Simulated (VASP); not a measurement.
# Li2O in VASP: a series of runs

Aim: see how the results for Li2O move with the level of theory and the settings. Levels: PBE, r2SCAN. Tasks: single point.

Program: VASP 6.6.1. These are calculated values, not measurements. Logs are shortened: lines on timing, memory, paths and dates and some standing lists are left out, and cuts for length are marked.

### 1 The cell of the first run

It takes space group Fm-3m (No. 225, cubic). The conventional cell has a = 4.626 Å, b = 4.626 Å, c = 4.626 Å, α = 90.00°, β = 90.00°, γ = 90.00°. Li (site symmetry -43m) has 4 O at 2.00 Å and 6 Li at 2.31 Å within 2.7 Å. Within 2.7 Å of O (site symmetry m-3m) lie 8 Li at 2.00 Å.

### 2 Single point, PBE

File INCAR:

```
SYSTEM = Li2O
  ALGO = Normal
  EDIFF = 1E-6
  ENCUT = 750
  GGA = PE
  GGA_COMPAT = .False.
  ISIF = 2
  ISMEAR = 0
  LASPH = .True.
  LCHARG = .False.
  LREAL = .False.
  LWAVE = .False.
  NBANDS = 13
  NELM = 120
  PREC = Accurate
  SIGMA = 0.02
```

File KPOINTS:

```
k-points
0
Gamma
  8 8 8
  0 0 0
```

File POSCAR:

```
Li2O
1.0
    0.0000000000      2.3131900688      2.3131900688
    2.3131900688      0.0000000000      2.3131900688
    2.3131900688      2.3131900688      0.0000000000
Li O
2 1
Direct
    0.7500000000      0.7500000000      0.7500000000
    0.2500000000      0.2500000000      0.2500000000
    0.5000000000      0.5000000000      0.5000000000
```

Potentials or basis: VASP PAW PBE potentials, release 64 (Li_sv, O).

Run with:

```sh
$ cat potpaw_PBE.64/Li_sv/POTCAR potpaw_PBE.64/O/POTCAR > POTCAR
$ mpirun -np 1 vasp_std > vasp.out
```

OUTCAR:

```text
SYSTEM = Li2O
   EDIFF = 1E-6
   ENCUT = 750
   GGA = PE
   ISIF = 2
   ISMEAR = 0
   LASPH = .True.
   LREAL = .False.
   NELM = 120
   PREC = Accurate

 ion  position               nearest neighbor table
   1  0.750  0.750  0.750-   3 2.00   3 2.00   3 2.00   3 2.00   2 2.31   2 2.31   2 2.31   2 2.31
                             2 2.31   2 2.31
   2  0.250  0.250  0.250-   3 2.00   3 2.00   3 2.00   3 2.00   1 2.31   1 2.31   1 2.31   1 2.31
                             1 2.31   1 2.31
   3  0.500  0.500  0.500-   2 2.00   2 2.00   2 2.00   1 2.00   2 2.00   1 2.00   1 2.00   1 2.00

  LATTYP: Found a face centered cubic cell.
 ALAT       =     4.6263801376

  Lattice vectors:

 A1 = (   0.0000000000,   2.3131900688,   2.3131900688)
 A2 = (   2.3131900688,   0.0000000000,   2.3131900688)
 A3 = (   2.3131900688,   2.3131900688,   0.0000000000)

Analysis of symmetry for initial positions (statically):
=====================================================================
 Subroutine PRICEL returns:
 Original cell was already a primitive cell.

 Routine SETGRP: Setting up the symmetry group for a
 face centered cubic supercell.

 Subroutine GETGRP returns: Found 48 space group operations
 (whereof 48 operations were pure point group operations)
 out of a pool of 48 trial point group operations.

The static configuration has the point symmetry O_h .

Analysis of symmetry for dynamics (positions and initial velocities):
=====================================================================
 Subroutine PRICEL returns:
 Original cell was already a primitive cell.

 Routine SETGRP: Setting up the symmetry group for a
 face centered cubic supercell.

 Subroutine GETGRP returns: Found 48 space group operations
 (whereof 48 operations were pure point group operations)
 out of a pool of 48 trial point group operations.

The dynamic configuration has the point symmetry O_h .

 Subroutine INISYM returns: Found 48 space group operations
 (whereof 48 operations are pure point group operations),
 and found     1 'primitive' translations

----------------------------------------------------------------------------------------

                                     Primitive cell

  volume of cell :      24.7551

  direct lattice vectors                    reciprocal lattice vectors
     0.000000000  2.313190069  2.313190069    -0.216151715  0.216151715  0.216151715
     2.313190069  0.000000000  2.313190069     0.216151715 -0.216151715  0.216151715
     2.313190069  2.313190069  0.000000000     0.216151715  0.216151715 -0.216151715

  length of vectors
     3.271344768  3.271344768  3.271344768     0.374385752  0.374385752  0.374385752

  position of ions in fractional coordinates (direct lattice)
     0.750000000  0.750000000  0.750000000
     0.250000000  0.250000000  0.250000000
     0.500000000  0.500000000  0.500000000

  ion indices of the primitive-cell ions
   primitive index   ion index
                 1           1
                 2           2
                 3           3

----------------------------------------------------------------------------------------

 KPOINTS: k-points

Automatic generation of k-mesh.
 Grid dimensions read from file:
 generate k-points for:    8    8    8

 Generating k-lattice:

  Cartesian coordinates                     Fractional coordinates (reciprocal lattice)
    -0.027018964  0.027018964  0.027018964     0.125000000  0.000000000  0.000000000
     0.027018964 -0.027018964  0.027018964     0.000000000  0.125000000  0.000000000
     0.027018964  0.027018964 -0.027018964     0.000000000  0.000000000  0.125000000

  Length of vectors
     0.046798219  0.046798219  0.046798219

  Shift w.r.t. Gamma in fractional coordinates (k-lattice)
     0.000000000  0.000000000  0.000000000

 Subroutine IBZKPT returns following result:
 ===========================================

 Found     29 irreducible k-points:

 Following reciprocal coordinates:
            Coordinates               Weight
  0.000000  0.000000  0.000000      1.000000
  0.125000  0.000000  0.000000      8.000000
  0.250000  0.000000  0.000000      8.000000
  0.375000  0.000000  0.000000      8.000000
  0.500000  0.000000  0.000000      4.000000
  0.125000  0.125000  0.000000      6.000000
[... 16 lines left out ...]
  0.500000  0.250000  0.125000     48.000000
 -0.375000  0.250000  0.125000     24.000000
 [... further k-points ...]
   k-points           NKPTS =     29   k-points in BZ     NKDIM =     29   number of bands    NBANDS=     13
   number of dos      NEDOS =    301   number of ions     NIONS =      3
   total plane-waves  NPLWV =  27000
   dimension x,y,z NGX =    30 NGY =   30 NGZ =   30
   dimension x,y,z NGXF=    60 NGYF=   60 NGZF=   60
   ions per type =               2   1
   NGX,Y,Z   is equivalent  to a cutoff of  15.25, 15.25, 15.25 a.u.
   NGXF,Y,Z  is equivalent  to a cutoff of  30.49, 30.49, 30.49 a.u.
 SYSTEM =  Li2O
   PREC   = accura    normal or accurate (medium, high low for compatibility)
   ISTART =      0    job   : 0-new  1-cont  2-samecut
   ICHARG =      2    charge: 1-file 2-atom 10-const
   ISPIN  =      1    spin polarized calculation?
   LNONCOLLINEAR =      F non collinear calculations
   LSORBIT =      F    spin-orbit coupling
   LASPH  =      T    aspherical Exc in radial PAW
   ENCUT  =  750.0 eV  55.12 Ry    7.42 a.u.   7.30  7.30  7.30*2*pi/ulx,y,z
   NELM   =    120;   NELMIN=  2; NELMDL= -5     # of ELM steps
   EDIFF  = 0.1E-05   stopping-criterion for ELM
   LREAL  =      F    real-space projection
   EDIFFG = 0.1E-04   stopping-criterion for IOM
   NSW    =      0    number of steps for IOM
   IBRION =     -1    ionic relax: 0-MD 1-quasi-New 2-CG
   NFREE  =      0    steps in history (QN), initial steepest desc. (CG)
   ISIF   =      2    stress and relaxation
   ISYM   =      2    0-nonsym 1-usesym 2-fastsym
   POTIM  = 0.5000    time-step for ionic-motion
   TEBEG  =    0.0;   TEEND  =   0.0 temperature during run
   PSTRESS=    0.0 pullay stress
   NELECT =      12.0000    total number of electrons
   NUPDOWN=      -1.0000    fix difference up-down
   EMIN   =  10.00;   EMAX   =-10.00  energy-range for DOS
   EFERMI =   0.00;   METHOD = LEGACY
   ISMEAR =     0;   SIGMA  =   0.02  broadening in eV -4-tet -1-fermi 0-gaus
   EFERMI_NEDOS =   21; number of points for ismear=-14 and -15
   IALGO  =     38    algorithm
   IMIX   =      4    mixing-type and parameters
     AMIX     =   0.40;   BMIX     =  1.00
     AMIX_MAG =   1.60;   BMIX_MAG =  1.00
  volume/ion in A,a.u.               =       8.25        55.69
  Fermi-wavevector in a.u.,A,eV,Ry     =   1.286019  2.430223 22.501913  1.653844
  Thomas-Fermi vector in A             =   2.418118
   LORBIT       =      0    0 simple, 1 ext, 2 COOP (PROOUT), +10 PAW based schemes
   GGA     = PE    functional components
   LHFCALC =     F    Hartree Fock is set to
   AEXX    =    0.0000 exact exchange contribution
   IVDW    =     0    specifies the selected vdW correction
   LEPSILON=     F    determine dielectric tensor
   LRPA    =     F    only Hartree local field effects (RPA)
 non-spin polarized calculation
 Gauss-broadening in eV      SIGMA  =   0.02
  energy-cutoff  :      750.00
  volume of cell :       24.76
 maximum number of plane-waves:      1174
 NGX is ok and might be reduce to    30
   NGX = 15   NGY = 15   NGZ = 15

 number of electron      11.9999999 magnetization

 Free energy of the ion-electron system (eV)
  ---------------------------------------------------
  ext. energy  EPLUGINS =         0.00000000
  ---------------------------------------------------
  free energy    TOTEN  =       -14.35624874 eV

  energy without entropy =      -14.35624874  energy(sigma->0) =      -14.35624874

 E-fermi :   1.4504     XC(G=0):  -9.7337

 val. band max:        1.3102902219   @ k =   0.0000   0.0000   0.0000
 cond. band min:       6.2804831516   @ k =   0.5000   0.5000   0.0000
 fundamental gap:      4.9701929297
 Fermi energy:         1.4504216916

 k-point     1 :       0.0000    0.0000    0.0000
  band No.  band energies     occupation
      1     -41.6812      2.00000
      2     -41.3562      2.00000
      3     -14.1311      2.00000
      4       1.3103      2.00000
      5       1.3103      2.00000
      6       1.3103      2.00000
      7       6.5442      0.00000
      8      13.2223      0.00000
      9      13.2223      0.00000
     10      13.2223      0.00000
     11      20.2645      0.00000
     12      20.2645      0.00000
     13      20.2645      0.00000

 k-point     2 :       0.1250    0.0000    0.0000
  band No.  band energies     occupation
      1     -41.6669      2.00000
      2     -41.3670      2.00000
      3     -14.1009      2.00000
      4       0.8003      2.00000
      5       1.2386      2.00000
      6       1.2386      2.00000
      7       6.9632      0.00000
      8      13.2361      0.00000
      9      13.4363      0.00000
     10      13.4363      0.00000
     11      18.9209      0.00000
     12      18.9209      0.00000
     13      20.7700      0.00000

 k-point     3 :       0.2500    0.0000    0.0000
  band No.  band energies     occupation
      1     -41.6270      2.00000
      2     -41.3979      2.00000
      3     -14.0239      2.00000
      4      -0.2372      2.00000
      5       1.0761      2.00000
      6       1.0761      2.00000
      7       7.9633      0.00000
      8      13.0014      0.00000
      9      13.6937      0.00000
     10      13.6937      0.00000
     11      18.0674      0.00000
     12      18.0674      0.00000
     13      22.0276      0.00000
[... 305 lines left out ...]
 k-point    23 :       0.5000    0.2500    0.1250
  band No.  band energies     occupation
      1     -41.5549      2.00000
      2     -41.4556      2.00000
      3     -13.9040      2.00000
      4      -0.8942      2.00000
      5       0.2862      2.00000
      6       0.6715      2.00000
      7       8.7614      0.00000
      8      11.9980      0.00000
      9      14.3504      0.00000
     10      14.8062      0.00000
     11      17.0453      0.00000
     12      20.5483      0.00000
     13      23.7132      0.00000

 k-point    24 :      -0.3750    0.2500    0.1250
  band No.  band energies     occupation
      1     -41.5039      2.00000
      2     -41.5034      2.00000
      3     -13.8756      2.00000
      4      -1.1369      2.00000
      5       0.3099      2.00000
      6       0.5081      2.00000
      7       9.2449      0.00000
      8      11.5227      0.00000
      9      14.3345      0.00000
     10      14.6787      0.00000
     11      18.7915      0.00000
     12      19.1621      0.00000
     13      24.2397      0.00000

 [... further k-points ...]

------------------------ aborting loop because EDIFF is reached ----------------------------------------

  FORCE on cell =-STRESS in cart. coord.  units (eV):
  Direction    XX          YY          ZZ          XY          YZ          ZX
  --------------------------------------------------------------------------------------
  -------------------------------------------------------------------------------------
  Total       -0.0541306     -0.0541306     -0.0541306      0.0000000     -0.0000000      0.0000000
  in kB       -3.5033983     -3.5033983     -3.5033983      0.0000000     -0.0000000      0.0000000
  external PRESSURE =      -3.5033983 kB  Pullay stress =       0.0000000 kB

 VOLUME and BASIS-vectors are now :
 -----------------------------------------------------------------------------
  energy-cutoff  :      750.00
  volume of cell :       24.76
      direct lattice vectors                 reciprocal lattice vectors
     0.000000000  2.313190069  2.313190069    -0.216151715  0.216151715  0.216151715
     2.313190069  0.000000000  2.313190069     0.216151715 -0.216151715  0.216151715
     2.313190069  2.313190069  0.000000000     0.216151715  0.216151715 -0.216151715

 POSITION                                       TOTAL-FORCE (eV/Angst)
 -----------------------------------------------------------------------------------
      3.46979      3.46979      3.46979        -0.000000     -0.000000     -0.000000
      1.15660      1.15660      1.15660         0.000000      0.000000      0.000000
      2.31319      2.31319      2.31319         0.000000      0.000000      0.000000
 -----------------------------------------------------------------------------------
    total drift:                                0.000000     -0.000000      0.000000

  FREE ENERGIE OF THE ION-ELECTRON SYSTEM (eV)
  ---------------------------------------------------
  free  energy   TOTEN  =       -14.3562487354 eV

  energy  without entropy=      -14.3562487354  energy(sigma->0) =      -14.35624874
```

It took 11 s on 1 thread of Intel Xeon 6975P-C (Granite Rapids), shared host; peak memory 0.16 GiB.

Results:

* Free energy: -14.3562 eV
* Pressure: -0.4 GPa
* Band gap on the k mesh: 4.97 eV (least direct gap 5.23 eV)

### 3 Single point, PBE (atoms taken out)

File INCAR:

```
  PREC = Accurate
  ENCUT = 750
  EDIFF = 1E-6
  ISMEAR = 0
  SIGMA = 0.1
  LREAL = F
  LASPH = T
  NELM = 120
  ALGO = Normal
  ISIF = 2
  LWAVE = F
  LCHARG = F
  GGA = PE
  NBANDS = 13
  GGA_COMPAT = F
```

File KPOINTS:

```
regular mesh
0
Gamma
  6 6 6
```

File POSCAR:

```
Li2O
1.0
    1.6357159542      0.9443810465      2.6708995116
   -1.6357159542      0.9443810465      2.6708995116
    0.0000000000     -1.8887620930      2.6708995116
Li O
2 1
Direct
    0.0416701978      0.0416701978      0.0416701978
    0.5416547947      0.5416547947      0.5416547947
    0.2916750076      0.2916750076      0.2916750076
```

Potentials or basis: VASP PAW PBE potentials, release 64 (Li_sv, O).

Run with:

```sh
$ cat potpaw_PBE.64/Li_sv/POTCAR potpaw_PBE.64/O/POTCAR > POTCAR
$ mpirun -np 1 vasp_std > vasp.out
```

Wall time 9.1 s (1 thread of Intel Xeon 6975P-C (Granite Rapids), shared host); peak memory 0.16 GiB.

Results (log left out):

```
Free energy            : -14.3560 eV
Pressure               : -0.4 GPa
Band gap on the k mesh : 4.97 eV (least direct gap 5.23 eV)
```

Levels at points of the mesh, in eV from the valence-band top:
```
           k point  band 2  band 3  band 4  band 5  band 6  band 7  band 8  band 9  band 10  band 11
(0.00, 0.00, 0.00)  -42.67  -15.44    0.00    0.00    0.00    5.23   11.91   11.91    11.91    18.95
(0.50, 0.00, 0.00)  -42.82  -15.22   -2.76   -0.44   -0.44    9.18    9.77   12.04    12.04    17.79
(0.50, 0.50, 0.00)  -42.76  -15.17   -1.60   -1.37   -1.37    4.97   13.49   13.50    14.66    15.69
(0.50, 0.50, 0.50)  -42.82  -15.22   -2.76   -0.44   -0.44    9.18    9.77   12.04    12.04    17.79
```

Caveat: the cell differs from its parent crystal (atoms taken out). A k mesh can miss the band edges.

(Continued in part 2 of 2.)
